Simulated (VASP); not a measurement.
In2O (antifluorite type): single point with PBE

Crystal: In2O (antifluorite type).

```xyz
3
Lattice="0.0000 3.1404 3.1404 3.1404 0.0000 3.1404 3.1404 3.1404 0.0000" Properties=species:S:1:pos:R:3 pbc="T T T"
In    1.5702    1.5702    1.5702
In    4.7106    4.7106    4.7106
O     0.0000    0.0000    0.0000
```

- Program: VASP 6.6.1
- Task: single point
- Functional: PBE
- Potentials or basis: VASP PAW PBE potentials, release 64 (In_d, O)
- Cutoff: 520 eV
- k mesh: 10 × 10 × 10
- Occupations: fermi-dirac, width 0.0612256 eV
- Spin: no spin polarisation

| Quantity | Value |
| --- | --- |
| Pressure | 3.1 GPa |
| Band gap on the k mesh | zero (bands 16 and 17 overlap by 2.14 eV) |

Levels at points of the mesh, in eV from the Fermi level:
```
           k point  band 13  band 14  band 15  band 16  band 17  band 18  band 19  band 20
(0.00, 0.00, 0.00)    -2.63    -2.63    -2.63     1.92     1.92     1.92     2.02     6.86
(0.50, 0.00, 0.00)    -4.48    -2.99    -2.99    -0.04     2.82     2.82     3.92     5.25
(0.50, 0.50, 0.00)    -3.81    -3.81    -1.93    -1.74     0.05     2.53     2.53     6.74
```

Run time: 2.3 min on 1 thread of Intel Xeon 8259CL (shared host), peak memory 0.23 GiB.

Caveat: the cell stands under pressure; spin-orbit coupling is left out, which moves the levels of the heavy elements.
